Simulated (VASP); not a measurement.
The system is BaTiO3.

```
Ba Ti O
1.0
     3.99980    0.00000    0.00000
     0.00000    3.99980    0.00000
     0.00000    0.00000    4.01800
Ba Ti O
1 1 3
Cartesian
  3.9821 3.9624 0.0141
  2.0100 1.9676 1.8835
  1.9168 2.0572 0.0257
  2.0108 0.0132 2.0467
  0.0798 1.9992 2.1695
```

* Program: VASP 6.6.1
* Task: relaxation of cell and atoms
* Functional: PBEsol
* Dispersion: D3(BJ)
* Potentials or basis: VASP PAW PBE potentials, release 64 (Ba_sv, Ti_sv, O)
* Cutoff: 600 eV
* k mesh: 7 × 7 × 7
* Occupations: fermi-dirac, width 0.05 eV
* Spin: no spin polarisation

At the start: pressure -4.9 GPa; volume 12.86 Å³/atom.

Question: How do energy, volume and symmetry change on relaxing?

Answer: Over 27 steps the energy falls by 42.8 meV/atom and the volume is 12.49 Å³/atom (-2.8 %); space group R3m (No. 160, to 0.05 Å).

The path:
```
step  energy change (eV)  largest force (eV/Å)  pressure (GPa)  volume (Å³)
   1              0.0000                1.3143           -4.88        64.28
   2             -0.1318                0.7204            6.35        60.71
   3             -0.1375                0.7331            4.24        61.29
   4             -0.2019                0.2331           -0.27        62.60
   5             -0.2022                0.2115            0.02        62.51
   6             -0.2074                0.1628           -0.18        62.58
   7             -0.2102                0.1155           -0.44        62.67
   8             -0.2128                0.0579            0.42        62.33
   9             -0.2128                0.0578            0.47        62.31
  10             -0.2129                0.0556           -0.53        62.60
  11             -0.2133                0.0268           -0.06        62.46
  12             -0.2134                0.0213           -0.03        62.45
  13             -0.2135                0.0248            0.02        62.43
  14             -0.2136                0.0240            0.00        62.43
  15             -0.2137                0.0285           -0.02        62.43
  16             -0.2138                0.0252            0.01        62.42
  17             -0.2140                0.0160            0.14        62.39
  18             -0.2138                0.0376            0.47        62.32
  19             -0.2141                0.0154            0.23        62.37
  20             -0.2141                0.0143            0.10        62.41
  21             -0.2142                0.0169           -0.05        62.47
  22             -0.2142                0.0166           -0.04        62.47
  23             -0.2142                0.0161           -0.03        62.46
  24             -0.2142                0.0162           -0.03        62.46
  25             -0.2142                0.0164           -0.03        62.47
  26             -0.2142                0.0132           -0.03        62.47
  27             -0.2142                0.0070           -0.01        62.46
```

Final structure:
```xyz
5
Lattice="3.9617 0.0024 0.0021 0.0024 3.9731 0.0029 0.0022 0.0029 3.9682" Properties=species:S:1:pos:R:3 pbc="T T T"
Ba    3.9507    3.9579    0.0109
Ti    1.9369    1.9303    1.9537
O     1.9964    2.0064    0.0608
O     1.9973    0.0412    2.0248
O     0.0323    2.0073    2.0258
```

Caveat: the PAW data sets were made with another functional, which shifts forces and pressure a little.
